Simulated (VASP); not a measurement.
Here is a VASP 6.6.1 calculation.

File INCAR:

```
PREC     = Accurate       # precision mode
ENCUT    = 520            # plane-wave cutoff, eV
EDIFF    = 1E-6           # SCF threshold, eV
ISMEAR   = 0              # smearing method
SIGMA    = 0.1            # smearing width, eV
LREAL    = F              # projectors in reciprocal space
LASPH    = T              # aspherical terms in the spheres
NELM     = 60             # most SCF steps
ALGO     = Normal         # electronic algorithm
ISIF     = 2              # what is computed and relaxed
LWAVE    = F              # write WAVECAR
LCHARG   = F              # write CHGCAR
GGA      = PE             # functional
NBANDS   = 20             # bands
```

File KPOINTS:

```
Automatic mesh
0
Gamma
  6 6 4
```

File POSCAR:

```
Hf2H3
1.0
    3.5313173356      0.0000000000      0.0000000000
    0.0000000000      3.5313173356      0.0000000000
    0.0000000000      0.0000000000      5.8427433410
Hf H
2 3
Direct
    0.5000000000      0.5000000000      0.5000000000
    0.5000000000      0.5000000000      0.0000000000
    0.5000000000      0.0000000000      0.0000000000
    0.0000000000      0.5000000000      0.0000000000
    0.0000000000      0.0000000000      0.0000000000
```

Potentials or basis: VASP PAW PBE potentials, release 64 (Hf_pv, H).

Run with:

```sh
$ cat potpaw_PBE.64/Hf_pv/POTCAR potpaw_PBE.64/H/POTCAR > POTCAR
$ mpirun -np 1 vasp_std > vasp.out
```

Question: What does it give for the pressure?

Answer: -0.1 GPa.

Question: What does it give for the band gap on the k mesh?

Answer: Zero (an odd number of electrons rules out a gap without spin polarisation).

Stress tensor (GPa, compression positive):
```
 0.10  0.00  0.00
 0.00  0.10  0.00
 0.00  0.00 -0.39
```

Caveat: spin-orbit coupling is left out, which moves the levels of the heavy elements.
